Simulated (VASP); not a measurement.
# AlN: single point with r2SCAN

Crystal: AlN.

```xyz
2
Lattice="0.0000 2.1141 2.2537 2.1141 0.0000 2.2537 2.1141 2.1141 0.0000" Properties=species:S:1:pos:R:3 pbc="T T T"
Al    0.0000    0.0000    0.0000
N     1.0570    1.0570    1.1268
```

This cell differs from its parent crystal: epitaxial xy strain -3.2%.

| Item | Value |
| --- | --- |
| Program | VASP 6.6.1 |
| Task | single point |
| Functional | r2SCAN |
| Potentials or basis | VASP PAW PBE potentials, release 64 (Al, N) |
| Cutoff | 520 eV |
| k mesh | 10 × 10 × 10 |
| Occupations | gaussian, width 0.01 eV |
| Spin | no spin polarisation |
| Dipole correction | no |
| Further INCAR settings | ALGO = Normal; EDIFF = 1e-07; NBANDS = 11 |

* Pressure: 7.1 GPa
* Band gap on the k mesh: 3.73 eV, indirect (least direct gap 5.08 eV)

Stress tensor (GPa, compression positive):
```
10.89  0.00  0.00
 0.00 10.89  0.00
 0.00  0.00 -0.37
```

Levels at points of the mesh, in eV from the valence-band top:
```
           k point  band 1  band 2  band 3  band 4  band 5  band 6  band 7  band 8
(0.00, 0.00, 0.00)  -16.09   -0.35   -0.03   -0.03    5.05   13.71   13.71   13.78
(0.50, 0.00, 0.00)  -13.96   -6.18   -0.94   -0.33    8.17   10.92   11.71   12.66
(0.50, 0.50, 0.00)  -13.51   -5.61   -1.60   -1.60    4.07   10.22   14.72   17.61
(0.50, 0.00, 0.50)  -13.20   -5.00   -2.17   -2.15    3.73    9.21   15.91   16.02
```

Wall time 40 s on 1 thread of Intel(R) Xeon(R) Platinum 8488C (Sapphire Rapids) (shared host), peak memory 0.15 GiB.

Caveat: the cell differs from its parent crystal (epitaxial xy strain -3.2%); the PAW data sets were made with another functional, which shifts forces and pressure a little. A k mesh can miss the band edges.
